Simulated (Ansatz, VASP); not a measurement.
## One calculation of Mg2Si, two programs

The input POSCAR:

```
Mg2Si
1.0
    0.0000000000      3.1690589403      3.1690589403
    3.1690589403      0.0000000000      3.1690589403
    3.1690589403      3.1690589403      0.0000000000
Mg Si
2 1
Direct
    0.2500000000      0.2500000000      0.2500000000
    0.7500000000      0.7500000000      0.7500000000
    0.0000000000      0.0000000000      0.0000000000
```

The input INCAR.step1:

```
PREC     = Accurate       # precision mode
ENCUT    = 660            # plane-wave cutoff, eV
ISMEAR   = -4             # smearing method
SIGMA    = 0.1            # smearing width, eV
LREAL    = False          # projectors in reciprocal space
LASPH    = True           # aspherical terms in the spheres
NELM     = 120            # most SCF steps
NBANDS   = 11             # bands
GGA      = PE             # functional
ALGO     = Normal         # electronic algorithm
EDIFF    = 1E-5           # SCF threshold, eV
LWAVE    = True           # write WAVECAR
LCHARG   = False          # write CHGCAR
GGA_COMPAT= False
```

File INCAR.step2:

```
PREC     = Accurate       # precision mode
ENCUT    = 660            # plane-wave cutoff, eV
EDIFF    = 1E-6           # SCF threshold, eV
ISMEAR   = -4             # smearing method
SIGMA    = 0.1            # smearing width, eV
LREAL    = False          # projectors in reciprocal space
LASPH    = True           # aspherical terms in the spheres
NELM     = 120            # most SCF steps
ALGO     = Normal         # electronic algorithm
ISIF     = 2              # what is computed and relaxed
LWAVE    = False          # write WAVECAR
LCHARG   = True           # write CHGCAR
METAGGA  = R2SCAN         # meta-GGA
LMIXTAU  = True         
LELF     = True           # ELF
LVHAR    = True         
NBANDS   = 11             # bands
ISTART   = 1            
GGA_COMPAT= False
```

Contents of KPOINTS:

```
regular mesh
0
Gamma
  10 10 10
```

Input for Ansatz:

```yaml
crystal:
  lattice:
    - [0.0, 3.1690589403, 3.1690589403]
    - [3.1690589403, 0.0, 3.1690589403]
    - [3.1690589403, 3.1690589403, 0.0]
  atoms:
    - { symbol: Mg, position: [0.25, 0.25, 0.25] }
    - { symbol: Mg, position: [0.75, 0.75, 0.75] }
    - { symbol: Si, position: [0.0, 0.0, 0.0] }
basis:
  ecutwfc: 500
  ecutrho_ratio: 4
kpoints:
  mp_grid: { grid: [10, 10, 10] }
hamiltonian:
  xc: r2scan
scf:
  occupations: { method: tetrahedron_uncorrected }
  mixing: { algorithm: anderson, beta: 0.2 }
output:
  forces: true
  stress: true
```

Alike in both runs: task single point; functional r2SCAN; k mesh 10 × 10 × 10; no spin polarisation.

|  | VASP | Ansatz |
| --- | --- | --- |
| version | VASP 6.6.1 | Ansatz 0.2.0 |
| potentials or method | VASP PAW PBE potentials, release 64 (Mg, Si), cutoff 660 eV | scalar-relativistic, plane waves, PAW |
| occupations | tetrahedron | tetrahedron-uncorrected |
| valence electrons in the cell | 8 | 24 |

|  | VASP | Ansatz | Ansatz less VASP |
| --- | --- | --- | --- |
| gap on the k mesh at the Fermi level (eV) | 0.45 | 0.45 | -0.003 |
| pressure (GPa) | -0.3 | 0.0 | +0.29 |

VASP's potentials were made for PBE, not for r2SCAN. VASP's potentials hold 8 valence electrons a cell and Ansatz's 24, so a difference there can come from the potentials and not from the codes. Ansatz's warnings: band table not solved further.
